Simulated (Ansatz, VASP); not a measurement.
**One calculation of Cu, two programs**

```
CELL_PARAMETERS angstrom
-1.44509 1.44509 1.36001
1.44509 -1.44509 1.36001
2.89018 2.89018 0.00000
ATOMIC_POSITIONS crystal
Cu 0.00000 0.00000 0.02569
Cu 0.50000 0.50000 0.47431
```

Change from the starting cell: mode 6 (263.4 1/cm) frozen in, largest displacement +0.105 Å.

Alike in both runs: task single point; functional PBEsol; k mesh 26 × 26 × 14; occupations gaussian, width 0.15 eV; no spin polarisation.

|  | VASP | Ansatz |
| --- | --- | --- |
| version | VASP 6.6.1 | Ansatz 0.2.0 |
| potentials or method | VASP PAW PBE potentials, release 64 (Cu), cutoff 520 eV | scalar-relativistic, plane waves, PAW |
| valence electrons in the cell | 22 | 38 |

```tsv
	VASP	Ansatz	Ansatz less VASP
gap on the k mesh at the Fermi level (eV)	none	none	-
pressure (GPa)	5.3	5.1	-0.27
traceless stress, the component that is largest in VASP (GPa)	3.34	3.35	+0.014
rms of the force components (eV/Å)	1.070	1.062	-0.0077
```

VASP's potentials were made for PBE, not for PBEsol. Atom by atom the forces differ by 0.008 eV/Å (rms over components). A gap of «none» marks a metal or a gap that the smearing closes. With one functional, cell and mesh, what is left measures potentials, basis and numerics. VASP's potentials hold 22 valence electrons a cell and Ansatz's 38, so a difference there can come from the potentials and not from the codes.
